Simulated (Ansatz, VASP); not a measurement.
**Mn in VASP and in Ansatz**

```
Mn
1.0
     2.34658    0.00000    0.00000
     0.00000    2.34658    0.00000
     0.00000    0.00000    2.34658
Mn
1
Direct
  0.00000 0.00000 0.00000
```

Alike in both runs: task single point; functional r2SCAN; k mesh 16 × 16 × 16; occupations fermi-dirac, width 0.1 eV; no spin polarisation.

```csv
,VASP,Ansatz
version,VASP 6.6.1,Ansatz 0.2.0
potentials or method,"VASP PAW PBE potentials, release 64 (Mn_pv), cutoff 520 eV","plane waves (500 eV) with PAW, scalar-relativistic"
valence electrons in the cell,13,15
```

Ansatz gave:

- pressure (GPa): -20.4

Problem. Estimate VASP's values.

Solution. Pressure (GPa): -20.3.

VASP's potentials were made for PBE, not for r2SCAN. VASP's potentials hold 13 valence electrons a cell and Ansatz's 15, so a difference there can come from the potentials and not from the codes.
